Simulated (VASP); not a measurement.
# Au (Fm-3m) in VASP: a series of runs, part 2 of 2

VASP 6.6.1. Earlier steps stand in the parts before.

## Step 4: Single point, PBEsol (strain +0.040 along x and y, +0.040 along z)

INCAR

```
ALGO = Normal
EDIFF = 1E-6
ENCUT = 520
GGA = PS
ISIF = 2
ISMEAR = 0
LASPH = True
LCHARG = False
LREAL = False
LWAVE = False
NBANDS = 12
NELM = 60
PREC = Accurate
SIGMA = 0.15
```

KPOINTS

```
k-points
0
Gamma
  20 20 20
```

POSCAR

```
Au
1.0
    0.0000000000      2.1273200000      2.1273200000
    2.1273200000      0.0000000000      2.1273200000
    2.1273200000      2.1273200000      0.0000000000
Au
1
Direct
    0.0000000000      0.0000000000      0.0000000000
```

Potentials or basis: VASP PAW PBE potentials, release 64 (Au).

Run with:

```
$ cat potpaw_PBE.64/Au/POTCAR > POTCAR
$ mpirun -np 1 vasp_std > vasp.out
```

OUTCAR:

```text
EDIFF = 1E-6
   ENCUT = 520
   GGA = PS
   ISIF = 2
   ISMEAR = 0
   LASPH = True
   LREAL = False
   NELM = 60
   PREC = Accurate

 ion  position               nearest neighbor table
   1  0.000  0.000  0.000-

  LATTYP: Found a face centered cubic cell.
 ALAT       =     4.2546400000

  Lattice vectors:

 A1 = (   0.0000000000,   2.1273200000,   2.1273200000)
 A2 = (   2.1273200000,   0.0000000000,   2.1273200000)
 A3 = (   2.1273200000,   2.1273200000,   0.0000000000)

Analysis of symmetry for initial positions (statically):
=====================================================================
 Subroutine PRICEL returns:
 Original cell was already a primitive cell.

 Routine SETGRP: Setting up the symmetry group for a
 face centered cubic supercell.

 Subroutine GETGRP returns: Found 48 space group operations
 (whereof 48 operations were pure point group operations)
 out of a pool of 48 trial point group operations.

The static configuration has the point symmetry O_h .

Analysis of symmetry for dynamics (positions and initial velocities):
=====================================================================
 Subroutine PRICEL returns:
 Original cell was already a primitive cell.

 Routine SETGRP: Setting up the symmetry group for a
 face centered cubic supercell.

 Subroutine GETGRP returns: Found 48 space group operations
 (whereof 48 operations were pure point group operations)
 out of a pool of 48 trial point group operations.

The dynamic configuration has the point symmetry O_h .

 Subroutine INISYM returns: Found 48 space group operations
 (whereof 48 operations are pure point group operations),
 and found     1 'primitive' translations

----------------------------------------------------------------------------------------

                                     Primitive cell

  volume of cell :      19.2543

  direct lattice vectors                    reciprocal lattice vectors
     0.000000000  2.127320000  2.127320000    -0.235037512  0.235037512  0.235037512
     2.127320000  0.000000000  2.127320000     0.235037512 -0.235037512  0.235037512
     2.127320000  2.127320000  0.000000000     0.235037512  0.235037512 -0.235037512

  length of vectors
     3.008484796  3.008484796  3.008484796     0.407096912  0.407096912  0.407096912

  position of ions in fractional coordinates (direct lattice)
     0.000000000  0.000000000  0.000000000

  ion indices of the primitive-cell ions
   primitive index   ion index
                 1           1

----------------------------------------------------------------------------------------

 KPOINTS: k-points

Automatic generation of k-mesh.
 Grid dimensions read from file:
 generate k-points for:   20   20   20

 Generating k-lattice:

  Cartesian coordinates                     Fractional coordinates (reciprocal lattice)
    -0.011751876  0.011751876  0.011751876     0.050000000  0.000000000  0.000000000
     0.011751876 -0.011751876  0.011751876     0.000000000  0.050000000  0.000000000
     0.011751876  0.011751876 -0.011751876     0.000000000  0.000000000  0.050000000

  Length of vectors
     0.020354846  0.020354846  0.020354846

  Shift w.r.t. Gamma in fractional coordinates (k-lattice)
     0.000000000  0.000000000  0.000000000

 Subroutine IBZKPT returns following result:
 ===========================================

 Found    256 irreducible k-points:

 Following reciprocal coordinates:
            Coordinates               Weight
  0.000000  0.000000  0.000000      1.000000
  0.050000  0.000000  0.000000      8.000000
  0.100000  0.000000  0.000000      8.000000
  0.150000  0.000000  0.000000      8.000000
  0.200000  0.000000  0.000000      8.000000
  0.250000  0.000000  0.000000      8.000000
[... 16 lines left out ...]
 -0.400000  0.050000  0.000000     24.000000
 -0.350000  0.050000  0.000000     24.000000
 [... further k-points ...]
   k-points           NKPTS =    256   k-points in BZ     NKDIM =    256   number of bands    NBANDS=     12
   number of dos      NEDOS =    301   number of ions     NIONS =      1
   total plane-waves  NPLWV =  13824
   dimension x,y,z NGX =    24 NGY =   24 NGZ =   24
   dimension x,y,z NGXF=    48 NGYF=   48 NGZF=   48
   ions per type =               1
   NGX,Y,Z   is equivalent  to a cutoff of  13.26, 13.26, 13.26 a.u.
   NGXF,Y,Z  is equivalent  to a cutoff of  26.52, 26.52, 26.52 a.u.
 SYSTEM =  unknown system
   PREC   = accura    normal or accurate (medium, high low for compatibility)
   ISTART =      0    job   : 0-new  1-cont  2-samecut
   ICHARG =      2    charge: 1-file 2-atom 10-const
   ISPIN  =      1    spin polarized calculation?
   LNONCOLLINEAR =      F non collinear calculations
   LSORBIT =      F    spin-orbit coupling
   LASPH  =      T    aspherical Exc in radial PAW
   ENCUT  =  520.0 eV  38.22 Ry    6.18 a.u.   5.59  5.59  5.59*2*pi/ulx,y,z
   NELM   =     60;   NELMIN=  2; NELMDL= -5     # of ELM steps
   EDIFF  = 0.1E-05   stopping-criterion for ELM
   LREAL  =      F    real-space projection
   EDIFFG = 0.1E-04   stopping-criterion for IOM
   NSW    =      0    number of steps for IOM
   IBRION =     -1    ionic relax: 0-MD 1-quasi-New 2-CG
   NFREE  =      0    steps in history (QN), initial steepest desc. (CG)
   ISIF   =      2    stress and relaxation
   ISYM   =      2    0-nonsym 1-usesym 2-fastsym
   POTIM  = 0.5000    time-step for ionic-motion
   TEBEG  =    0.0;   TEEND  =   0.0 temperature during run
   PSTRESS=    0.0 pullay stress
   NELECT =      11.0000    total number of electrons
   NUPDOWN=      -1.0000    fix difference up-down
   EMIN   =  10.00;   EMAX   =-10.00  energy-range for DOS
   EFERMI =   0.00;   METHOD = LEGACY
   ISMEAR =     0;   SIGMA  =   0.15  broadening in eV -4-tet -1-fermi 0-gaus
   EFERMI_NEDOS =   21; number of points for ismear=-14 and -15
   IALGO  =     38    algorithm
   IMIX   =      4    mixing-type and parameters
     AMIX     =   0.40;   BMIX     =  1.00
     AMIX_MAG =   1.60;   BMIX_MAG =  1.00
  volume/ion in A,a.u.               =      19.25       129.93
  Fermi-wavevector in a.u.,A,eV,Ry     =   1.358406  2.567015 25.106377  1.845267
  Thomas-Fermi vector in A             =   2.485242
   LORBIT       =      0    0 simple, 1 ext, 2 COOP (PROOUT), +10 PAW based schemes
   GGA     = PS    functional components
   LHFCALC =     F    Hartree Fock is set to
   AEXX    =    0.0000 exact exchange contribution
   IVDW    =     0    specifies the selected vdW correction
   LEPSILON=     F    determine dielectric tensor
   LRPA    =     F    only Hartree local field effects (RPA)
 non-spin polarized calculation
 Gauss-broadening in eV      SIGMA  =   0.15
  energy-cutoff  :      520.00
  volume of cell :       19.25
 maximum number of plane-waves:       534
   NGX = 11   NGY = 11   NGZ = 11

 number of electron      11.0000000 magnetization

 Free energy of the ion-electron system (eV)
  ---------------------------------------------------
  ext. energy  EPLUGINS =         0.00000000
  ---------------------------------------------------
  free energy    TOTEN  =        -3.80366210 eV

  energy without entropy =       -3.80076874  energy(sigma->0) =       -3.80221542

 E-fermi :   7.3208     XC(G=0): -12.1724

 val. band max:        7.2632475772   @ k =   0.5000   0.3500   0.1500
 cond. band min:       7.3211777684   @ k =   0.5000   0.1500   0.0500
 fundamental gap:      0.0579301912
 Fermi energy:         7.3207620704

 k-point     1 :       0.0000    0.0000    0.0000
  band No.  band energies     occupation
      1      -1.3214      2.00000
      2       3.2991      2.00000
      3       3.2991      2.00000
      4       3.2991      2.00000
      5       4.5308      2.00000
      6       4.5308      2.00000
      7      21.9613      0.00000
      8      25.2512      0.00000
      9      25.2512      0.00000
     10      25.2512      0.00000
     11      29.7542      0.00000
     12      33.2253      0.00000
[... 331 lines left out ...]
 k-point    24 :      -0.3500    0.0500    0.0000
  band No.  band energies     occupation
      1       1.0673      2.00000
      2       3.3628      2.00000
      3       3.4123      2.00000
      4       4.3202      2.00000
      5       5.0612      2.00000
      6       5.5353      2.00000
      7      13.3273      0.00000
      8      21.8589      0.00000
      9      23.4817      0.00000
     10      24.9190      0.00000
     11      29.3502      0.00000
     12      29.9684      0.00000

 [... further k-points ...]

------------------------ aborting loop because EDIFF is reached ----------------------------------------

  FORCE on cell =-STRESS in cart. coord.  units (eV):
  Direction    XX          YY          ZZ          XY          YZ          ZX
  --------------------------------------------------------------------------------------
  -------------------------------------------------------------------------------------
  Total       -1.8266621     -1.8266621     -1.8266621     -0.0000000     -0.0000000      0.0000000
  in kB     -151.9988655   -151.9988655   -151.9988655     -0.0000000     -0.0000000      0.0000000
  external PRESSURE =    -151.9988655 kB  Pullay stress =       0.0000000 kB

 VOLUME and BASIS-vectors are now :
 -----------------------------------------------------------------------------
  energy-cutoff  :      520.00
  volume of cell :       19.25
      direct lattice vectors                 reciprocal lattice vectors
     0.000000000  2.127320000  2.127320000    -0.235037512  0.235037512  0.235037512
     2.127320000  0.000000000  2.127320000     0.235037512 -0.235037512  0.235037512
     2.127320000  2.127320000  0.000000000     0.235037512  0.235037512 -0.235037512

 POSITION                                       TOTAL-FORCE (eV/Angst)
 -----------------------------------------------------------------------------------
      0.00000      0.00000      0.00000        -0.000000      0.000000     -0.000000
 -----------------------------------------------------------------------------------
    total drift:                               -0.000000      0.000000      0.000000

  FREE ENERGIE OF THE ION-ELECTRON SYSTEM (eV)
  ---------------------------------------------------
  free  energy   TOTEN  =        -3.8036620993 eV

  energy  without entropy=       -3.8007687394  energy(sigma->0) =       -3.80221542
```

It took 15 s on 1 thread of Intel Xeon 6975P-C (Granite Rapids), shared host; peak memory 0.18 GiB.

Results:

* Free energy: -3.8037 eV
* Pressure: -15.2 GPa

Levels at points of the mesh, in eV from the Fermi level:
| k point | band 4 | band 5 | band 6 | band 7 | band 8 | band 9 |
| --- | --- | --- | --- | --- | --- | --- |
| (0.00, 0.00, 0.00) | -4.02 | -2.79 | -2.79 | 14.64 | 17.93 | 17.93 |
| (0.50, 0.00, 0.00) | -1.82 | -1.82 | -0.42 | 2.50 | 14.06 | 16.20 |
| (0.50, 0.50, 0.00) | -1.56 | -1.56 | 1.34 | 4.87 | 9.65 | 9.65 |

Caveat: the cell differs from its parent crystal (strain +0.040 along x and y, +0.040 along z); the PAW data sets were made with another functional, which shifts forces and pressure a little; spin-orbit coupling is left out, which moves the levels of the heavy elements.

## Step 5: Single point, PBEsol (strain +0.080 along x and y, +0.080 along z)

INCAR

```
SYSTEM = Au
ALGO = Fast
EDIFF = 1E-7
ENCUT = 520
GGA = PS
ISIF = 2
ISMEAR = 0
LASPH = .True.
LCHARG = .True.
LELF = .True.
LREAL = .False.
LVHAR = .True.
LWAVE = .False.
NBANDS = 12
NELM = 60
PREC = Accurate
SIGMA = 0.15
```

KPOINTS

```
k-points
0
Gamma
  20 20 20
  0 0 0
```

POSCAR

```
Au
1.0
    0.0000000000      2.2091400000      2.2091400000
    2.2091400000      0.0000000000      2.2091400000
    2.2091400000      2.2091400000      0.0000000000
Au
1
Direct
    0.0000000000      0.0000000000      0.0000000000
```

Potentials or basis: VASP PAW PBE potentials, release 64 (Au).

Run with:

```
$ cat potpaw_PBE.64/Au/POTCAR > POTCAR
$ mpirun -np 1 vasp_std > vasp.out
```

OUTCAR:

```text
SYSTEM = Au
   EDIFF = 1E-7
   ENCUT = 520
   GGA = PS
   ISIF = 2
   ISMEAR = 0
   LASPH = .True.
   LREAL = .False.
   NELM = 60
   PREC = Accurate

 ion  position               nearest neighbor table
   1  0.000  0.000  0.000-

  LATTYP: Found a face centered cubic cell.
 ALAT       =     4.4182800000

  Lattice vectors:

 A1 = (   0.0000000000,   2.2091400000,   2.2091400000)
 A2 = (   2.2091400000,   0.0000000000,   2.2091400000)
[... 539 lines left out ...]
     11      26.6416      0.00000
     12      27.1047      0.00000

 [... further k-points ...]

------------------------ aborting loop because EDIFF is reached ----------------------------------------

  FORCE on cell =-STRESS in cart. coord.  units (eV):
  Direction    XX          YY          ZZ          XY          YZ          ZX
  --------------------------------------------------------------------------------------
  -------------------------------------------------------------------------------------
  Total       -2.7656077     -2.7656077     -2.7656077      0.0000000     -0.0000000     -0.0000000
  in kB     -205.4950878   -205.4950878   -205.4950878      0.0000000     -0.0000000     -0.0000000
  external PRESSURE =    -205.4950878 kB  Pullay stress =       0.0000000 kB

 VOLUME and BASIS-vectors are now :
 -----------------------------------------------------------------------------
  energy-cutoff  :      520.00
  volume of cell :       21.56
      direct lattice vectors                 reciprocal lattice vectors
     0.000000000  2.209140000  2.209140000    -0.226332419  0.226332419  0.226332419
     2.209140000  0.000000000  2.209140000     0.226332419 -0.226332419  0.226332419
     2.209140000  2.209140000  0.000000000     0.226332419  0.226332419 -0.226332419

 POSITION                                       TOTAL-FORCE (eV/Angst)
 -----------------------------------------------------------------------------------
      0.00000      0.00000      0.00000         0.000000      0.000000     -0.000000
 -----------------------------------------------------------------------------------
    total drift:                               -0.000000      0.000000     -0.000000

  FREE ENERGIE OF THE ION-ELECTRON SYSTEM (eV)
  ---------------------------------------------------
  free  energy   TOTEN  =        -3.5397570714 eV

  energy  without entropy=       -3.5366732858  energy(sigma->0) =       -3.53821518
```

OSZICAR:

```text
N       E                     dE             d eps       ncg     rms          rms(c)
DAV:   1     0.467261038445E+02    0.46726E+02   -0.53689E+03  6360   0.792E+02
DAV:   2    -0.316570066419E+01   -0.49892E+02   -0.46680E+02  7052   0.174E+02
DAV:   3    -0.383566839727E+01   -0.66997E+00   -0.66932E+00  7396   0.197E+01
DAV:   4    -0.383807669758E+01   -0.24083E-02   -0.24082E-02  7264   0.137E+00
DAV:   5    -0.383809824747E+01   -0.21550E-04   -0.21550E-04  7580   0.128E-01    0.482E+00
RMM:   6    -0.354858404382E+01    0.28951E+00   -0.43631E-01  6162   0.527E+00    0.339E+00
RMM:   7    -0.354131296974E+01    0.72711E-02   -0.19710E-02  6575   0.131E+00    0.213E+00
RMM:   8    -0.353986068669E+01    0.14523E-02   -0.16380E-03  6802   0.344E-01    0.368E-01
RMM:   9    -0.353975317284E+01    0.10751E-03   -0.38906E-04  7002   0.157E-01    0.614E-02
RMM:  10    -0.353975787454E+01   -0.47017E-05   -0.42619E-05  7084   0.477E-02    0.329E-02
RMM:  11    -0.353975706818E+01    0.80636E-06   -0.65027E-06  7034   0.198E-02    0.988E-03
RMM:  12    -0.353975707139E+01   -0.32037E-08   -0.98433E-07  6742   0.688E-03
   1 F= -.35397571E+01 E0= -.35382152E+01  d E =-.308379E-02
```

stdout:

```text
POSCAR found type information on POSCAR Au
 POSCAR found :  1 types and       1 ions
 scaLAPACK will be used
 -----------------------------------------------------------------------------
|                                                                             |
|                                                                             |
|     You enforced a specific xc type in the INCAR file but a different       |
|     I HOPE YOU KNOW WHAT YOU ARE DOING!                                     |
|                                                                             |
 -----------------------------------------------------------------------------

 LDA part: xc-table for (Slater+PW92), standard interpolation
 POSCAR, INCAR and KPOINTS ok, starting setup
 FFT: planning ... GRIDC
 FFT: planning ... GRID_SOFT
 FFT: planning ... GRID
 WAVECAR not read
 entering main loop
```

Run time: 19 s. Hardware: 1 thread of Intel Xeon 6975P-C (Granite Rapids), shared host; peak memory 0.19 GiB.

Results:

```yaml
Free_energy: -3.5398 eV
Pressure: -20.5 GPa
```

Levels at points of the mesh, in eV from the Fermi level:
```
           k point  band 2  band 3  band 4  band 5  band 6  band 7  band 8  band 9  band 10  band 11
(0.00, 0.00, 0.00)   -3.58   -3.58   -3.58   -2.57   -2.57   14.58   17.21   17.21    17.21    21.42
(0.50, 0.00, 0.00)   -3.59   -3.59   -1.78   -1.78    0.01    2.00   13.98   15.28    15.28    21.62
(0.50, 0.50, 0.00)   -4.96   -1.81   -1.57   -1.57    1.60    4.11    9.28    9.28    14.80    16.90
```

Caveat: the cell differs from its parent crystal (strain +0.080 along x and y, +0.080 along z); the PAW data sets were made with another functional, which shifts forces and pressure a little; spin-orbit coupling is left out, which moves the levels of the heavy elements.

## Step 6: Summary

```tsv
cell	gap on the mesh (eV)	pressure (GPa)
a = 2.661 Å, angles 60.0°, 1 atom	none	85.0
a = 2.777 Å, angles 60.0°, 1 atom	none	28.0
a = 3.008 Å, angles 60.0°, 1 atom	none	-15.2
a = 3.124 Å, angles 60.0°, 1 atom	none	-20.5
```

Alike in all rows: task single point; level PBEsol; potentials or basis VASP PAW PBE potentials, release 64 (Au); no spin polarisation; k mesh 20 × 20 × 20; cutoff (eV) 520; smearing gaussian 0.15 eV.

Caveats: the PAW data sets were made with another functional, which shifts forces and pressure a little; spin-orbit coupling is left out, which moves the levels of the heavy elements.

Absolute energies hang on the potentials; compare differences alone.
